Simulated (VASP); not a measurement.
Here is a VASP 6.6.1 calculation.

The input INCAR:

```
PREC = Accurate ; ENCUT = 520
EDIFF = 1E-6 ; ISMEAR = -1
SIGMA = 0.05 ; LREAL = F
LASPH = T ; NELM = 100
ALGO = Fast ; ISIF = 2
LWAVE = F ; LCHARG = F
GGA = PS ; IVDW = 12
NBANDS = 18
```

The input KPOINTS:

```
Automatic mesh
0
Gamma
  8 8 8
```

Contents of POSCAR:

```
InPd
1.0
    3.2153770177      0.0000000000      0.0000000000
    0.0000000000      3.2153770177      0.0000000000
    0.0000000000      0.0000000000      3.2153770177
In Pd
1 1
Direct
    0.0000000000      0.0000000000      0.0000000000
    0.5000000000      0.5000000000      0.5000000000
```

Potentials or basis: VASP PAW PBE potentials, release 64 (In_d, Pd).

Command:

```sh
$ cat potpaw_PBE.64/In_d/POTCAR potpaw_PBE.64/Pd/POTCAR > POTCAR
$ mpirun -np 1 vasp_std > vasp.out
```

Task: Estimate the pressure.

Result: -0.8 GPa.

Task: Predict the dispersion energy per atom.

Result: -0.562 eV.

Caveat: three body term missing; the PAW data sets were made with another functional, which shifts forces and pressure a little; pairwise dispersion overbinds metals, which lowers pressure and volume.
